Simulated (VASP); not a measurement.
Runs of VASP 6.6.1 on Zn4Se. The structure is that of space group P-43m (No. 215), or close to it. The cells are those of the table. 

| task | cell | k mesh | cutoff (eV) | gap on the mesh (eV) | pressure (GPa) | relaxed volume (Å³/atom) | largest force (eV/Å) |
| --- | --- | --- | --- | --- | --- | --- | --- |
| single point | a = 4.560 Å, 5 atoms | 4 × 4 × 4 | 520 | none | 29.8 | - | - |
| single point | a = 4.641 Å, 5 atoms | 4 × 4 × 4 | 520 | none | 0.2 | - | 0.01 |
| single point | a = 4.631 Å, 5 atoms | 8 × 8 × 8 | 520 | none | 0.2 | - | - |
| relaxation of cell and atoms | relaxed from a = 4.641 Å, 5 atoms | 8 × 8 × 8 | 600 | none | 0.0 | 19.95 | 0.01 |
| relaxation of cell and atoms | relaxed from a = 4.560 Å, 5 atoms | 4 × 4 × 4 | 600 | none | 0.3 | (a) | - |

Alike in all rows: level PBE; potentials or basis VASP PAW PBE potentials, release 64 (Zn, Se); no spin polarisation; smearing gaussian 0.1 eV.

Problem. Fill in the values left out.

Solution. (a) 19.94.

A k mesh can miss the band edges, and the runs leave out spin-orbit coupling on Se.

A gap of «none» marks levels without a gap at the run's occupations.
